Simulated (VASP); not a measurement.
Here is a VASP 6.6.1 calculation.

INCAR

```
SYSTEM = ScPd
PREC     = Accurate       ! precision mode
ENCUT    = 520            ! plane-wave cutoff, eV
EDIFF    = 1E-7           ! SCF threshold, eV
ISMEAR   = -1             ! smearing method
SIGMA    = 0.1            ! smearing width, eV
LREAL    = .False.        ! projectors in reciprocal space
LASPH    = .True.         ! aspherical terms in the spheres
NELM     = 100            ! most SCF steps
ALGO     = Normal         ! electronic algorithm
ISIF     = 2              ! what is computed and relaxed
LWAVE    = .False.        ! write WAVECAR
LCHARG   = .False.        ! write CHGCAR
GGA      = CA             ! functional
NBANDS   = 18             ! bands
```

The input KPOINTS:

```
regular mesh
0
Gamma
  12 12 12
  0 0 0
```

The input POSCAR:

```
ScPd
1.0
    3.2308216092      0.0000000000      0.0000000000
    0.0000000000      3.2308216092      0.0000000000
    0.0000000000      0.0000000000      3.2308216092
Sc Pd
1 1
Direct
    0.5000000000      0.5000000000      0.5000000000
    0.0000000000      0.0000000000      0.0000000000
```

Potentials or basis: VASP PAW LDA potentials, release 64 (Sc_sv, Pd).

The run is started by

```sh
$ cat potpaw_LDA.64/Sc_sv/POTCAR potpaw_LDA.64/Pd/POTCAR > POTCAR
$ mpirun -np 1 vasp_std > vasp.out
```

(1) What does it give for the pressure?

## Answers

(1) 0.5 GPa.
